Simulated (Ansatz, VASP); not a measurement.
## AgCl in VASP and in Ansatz

```xyz
2
Lattice="0.0000 2.7844 2.6773 2.7844 0.0000 2.6773 2.7844 2.7844 0.0000" Properties=species:S:1:pos:R:3 pbc="T T T"
Ag    2.7844    2.8360    2.6773
Cl    0.0000   -0.1570    0.0000
```

Change from the starting cell: mode 5 frozen in at -0.151 Å, equal normal strain along x and y +0.0400.

Alike in both runs: task single point; functional LDA; k mesh 10 × 10 × 10; occupations gaussian, width 0.05 eV; no spin polarisation.

|  | VASP | Ansatz |
| --- | --- | --- |
| version | VASP 6.6.1 | Ansatz 0.2.0 |
| potentials or method | VASP PAW LDA potentials, release 64 (Ag, Cl), cutoff 520 eV | scalar-relativistic, plane waves, PAW |
| valence electrons in the cell | 18 | 26 |

|  | VASP | Ansatz | Ansatz less VASP |
| --- | --- | --- | --- |
| gap on the k mesh at the Fermi level (eV) | 0.61 | 0.58 | -0.027 |
| least direct gap on the mesh (eV) | 2.34 | 2.31 | -0.028 |
| pressure (GPa) | -3.6 | -3.6 | +0.01 |
| traceless stress, the component that is largest in VASP (GPa) | 1.08 | 1.08 | -0.006 |
| rms of the force components (eV/Å) | 0.103 | 0.101 | -0.0021 |

LDA's correlation is that of Perdew and Zunger in VASP and of Perdew and Wang (1992) in Ansatz. Atom by atom the forces differ by 0.002 eV/Å (rms over components). VASP's potentials hold 18 valence electrons a cell and Ansatz's 26, so a difference there can come from the potentials and not from the codes.
